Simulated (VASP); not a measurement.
Set up this calculation in VASP 6.6.1, as the native input.

* Task: relaxation of cell and atoms
* Functional: PBE
* Potentials or basis: VASP PAW PBE potentials, release 64 (Sn_d, W_sv)
* Cutoff: 600 eV
* k mesh: 12 × 12 × 8
* Occupations: gaussian, width 0.1 eV
* Spin: no spin polarisation
* Dipole correction: no
* Further INCAR settings: ALGO = Fast; EDIFF = 1e-07; IBRION = 2; EDIFFG = -0.01; NSW = 100; ISIF = 3

The structure of SnW lies in POSCAR:

```
SnW
1.0
    4.2746065100      0.0000000000      0.0000000000
   -2.1373032600      3.7019178300      0.0000000000
    0.0000000000      0.0000000000      5.4577863800
Sn W
2 2
Direct
    0.3333333300      0.6666666700      0.2500000000
    0.6666666700      0.3333333300      0.7500000000
    0.0000000000      0.0000000000      0.5000000000
    0.0000000000      0.0000000000      0.0000000000
```

The cell was generated, and may not be a known phase.

One way to write it, as run:

INCAR

```
SYSTEM = SnW
ALGO = Fast ; EDIFF = 1E-7
EDIFFG = -0.01 ; ENCUT = 600
GGA = PE ; IBRION = 2
ISIF = 3 ; ISMEAR = 0
LASPH = .True. ; LCHARG = .False.
LREAL = .False. ; LWAVE = .False.
NELM = 100 ; NSW = 100
PREC = Accurate ; SIGMA = 0.1
```

KPOINTS

```
k-points
0
Gamma
  12 12 8
  0 0 0
```

Potentials or basis: VASP PAW PBE potentials, release 64 (Sn_d, W_sv).

Launch:

```console
$ cat potpaw_PBE.64/Sn_d/POTCAR potpaw_PBE.64/W_sv/POTCAR > POTCAR
$ mpirun -np 1 vasp_std > vasp.out
```

Results of the run:

- Relaxed volume: 22.15 Å³/atom
- Relaxed cell: a = 4.333 Å, b = 4.333 Å, c = 5.449 Å, α = 90.00°, β = 90.00°, γ = 120.00°
- Space group after relaxing (to 0.1 Å): P6_3/mmc (No. 194)
- Energy gained by relaxing: 5.7 meV/atom
- Ionic steps: 7
- Pressure after relaxing: 0.0 GPa
- Band gap on the k mesh: zero (bands 28 and 29 overlap by 0.62 eV)

Caveat: spin-orbit coupling is left out, which moves the levels of the heavy elements.

Run time: 24 min on 1 thread of Intel(R) Xeon(R) Platinum 8488C (Sapphire Rapids), on a shared host, peak memory 0.45 GiB.
